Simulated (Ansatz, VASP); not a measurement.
# P in VASP and in Ansatz

```
CELL_PARAMETERS angstrom
-1.69151 2.51517 1.71023
1.69151 -2.51517 1.71023
1.69151 2.51517 -1.71023
ATOMIC_POSITIONS crystal
P 0.80331 0.05331 0.75000
P 0.19669 0.94669 0.25000
```

Change from the starting cell: strain +0.000 along x and y, -0.080 along z, atoms carried along.

Alike in both runs: task single point; functional PBEsol; k mesh 18 × 18 × 18; occupations gaussian, width 0.15 eV; no spin polarisation.

```csv
,VASP,Ansatz
version,VASP 6.6.1,Ansatz 0.2.0
potentials or method,"VASP PAW PBE potentials, release 64 (P), cutoff 520 eV","scalar-relativistic, plane waves, PAW"
valence electrons in the cell,10,10
```

```csv
,VASP,Ansatz,Ansatz less VASP
gap on the k mesh at the Fermi level (eV),none,none,-
pressure (GPa),8.1,8.1,-0.05
"traceless stress, the component that is largest in VASP (GPa)",-12.15,-12.25,-0.092
rms of the force components (eV/Å),0.825,0.848,+0.0225
```

VASP's potentials were made for PBE, not for PBEsol. Atom by atom the forces differ by 0.023 eV/Å (rms over components). A gap of «none» marks a metal or a gap that the smearing closes. With one functional, cell and mesh, what is left measures potentials, basis and numerics.
